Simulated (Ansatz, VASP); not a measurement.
**Ag: VASP beside Ansatz**

```
Ag
1.0
     0.00000    2.81409    2.81409
     2.81409    0.00000    2.81409
     2.81409    2.81409    0.00000
Ag
2
Direct
  0.76250 0.91250 0.91250
  0.23750 0.08750 0.08750
```

Change from the starting cell: shortest bond scaled by 0.7, LAPW.

Alike in both runs: task single point; functional PBEsol; k mesh 9 × 9 × 9; occupations fermi-dirac, width 0.05 eV; no spin polarisation.

|  | VASP | Ansatz |
| --- | --- | --- |
| version | VASP 6.6.1 | Ansatz 0.2.0 |
| potentials or method | VASP PAW PBE potentials, release 64 (Ag), cutoff 520 eV | all-electron LAPW, scalar-relativistic |

VASP gave:

```
pressure (GPa)                                                : 64.8
traceless stress, the component that is largest in VASP (GPa) : -70.53
rms of the force components (eV/Å)                            : 19.858
```

Q: What did Ansatz give for the same quantities?

A: Pressure (GPa): 102.8; traceless stress, the component that is largest in VASP (GPa): -108.66; rms of the force components (eV/Å): 30.543.

VASP's potentials were made for PBE, not for PBEsol. Atom by atom the forces differ by 10.685 eV/Å (rms over components). The pressures are high and differ by over a tenth, so treat them with care. Ansatz ran all-electron here, and VASP with PAW potentials.

Noted on VASP's run: the cell as given lies far from equilibrium.
